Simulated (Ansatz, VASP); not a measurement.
**Ba in VASP and in Ansatz**

```
Ba
1.0
     0.00000    3.16758    3.16758
     3.16758    0.00000    3.16758
     3.16758    3.16758    0.00000
Ba
1
Direct
  0.00000 0.00000 0.00000
```

Alike in both runs: functional PBE; k mesh 11 × 11 × 11; occupations fermi-dirac, width 0.05 eV; no spin polarisation.

Ansatz relaxed the structure, and its values are those at the end. VASP's run is a single point on that final structure, the one shown.

|  | VASP | Ansatz |
| --- | --- | --- |
| version | VASP 6.6.1 | Ansatz 0.2.0 |
| potentials or method | VASP PAW PBE potentials, release 64 (Ba_sv) | PAW with Ansatz's default frozen-core files, scalar-relativistic |
| plane-wave cutoff (eV) | 520 | 420 |
| valence electrons in the cell | 10 | 10 |

|  | VASP | Ansatz | Ansatz less VASP |
| --- | --- | --- | --- |
| pressure (GPa) | 0.1 | 0.0 | -0.05 |

Spin-orbit coupling is off throughout.
